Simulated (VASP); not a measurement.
Wanted: the native input for a VASP 6.6.1 run.

| Item | Value |
| --- | --- |
| Task | single point |
| Functional | PBEsol |
| Potentials or basis | VASP PAW PBE potentials, release 64 (Cu, O) |
| Cutoff | 520 eV |
| k mesh | 16 × 16 × 16 |
| Occupations | gaussian, width 0.15 eV |
| Spin | no spin polarisation |
| Dipole correction | no |
| Further INCAR settings | ALGO = Normal; EDIFF = 1e-06; NBANDS = 30 |

The structure of Cu3O2 lies in POSCAR:

```
Cu3O2
1.0
   -2.0442266306      1.9251454676      3.6304514900
    2.0442266306     -1.9251454676      3.6304514900
    2.0442266306      1.9251454676     -3.6304514900
Cu O
3 2
Direct
    0.2500000000      0.7500000000      0.5000000000
    0.7500000000      0.2500000000      0.5000000000
    0.0000000000      0.0000000000      0.0000000000
    0.0000000000      0.5000000000      0.5000000000
    0.5000000000      0.0000000000      0.5000000000
```

This cell differs from its parent crystal: strain +0.0300 x Voigt [1, -1, 0, 0, 0, 0].

The input as run:

INCAR

```
SYSTEM = Cu3O2
PREC = Accurate
ENCUT = 520
EDIFF = 1E-6
ISMEAR = 0
SIGMA = 0.15
LREAL = .FALSE.
LASPH = .TRUE.
NELM = 100
ALGO = Normal
ISIF = 2
LWAVE = .FALSE.
LCHARG = .FALSE.
GGA = PS
NBANDS = 30
```

KPOINTS

```
Automatic mesh
0
G
  16 16 16
  0 0 0
```

Potentials or basis: VASP PAW PBE potentials, release 64 (Cu, O).

Run with:

```sh
$ cat potpaw_PBE.64/Cu/POTCAR potpaw_PBE.64/O/POTCAR > POTCAR
$ mpirun -np 1 vasp_std > vasp.out
```

Results of the run:

```
Pressure               : 1.3 GPa
Largest force          : 0.304 eV/Å
Band gap on the k mesh : zero (an odd number of electrons rules out a gap without spin polarisation)
```

Caveat: the cell differs from its parent crystal (strain +0.0300 x Voigt [1, -1, 0, 0, 0, 0]); the stress differs along the axes, from -2 to 4 GPa; the PAW data sets were made with another functional, which shifts forces and pressure a little; an odd number of electrons without spin polarisation forces a metal; a magnetic or distorted state may lie lower.

Run time: 17 min on 1 thread of AMD EPYC 9R45 96-Core Processor (Zen 5), with other jobs on the host, peak memory 0.83 GiB.
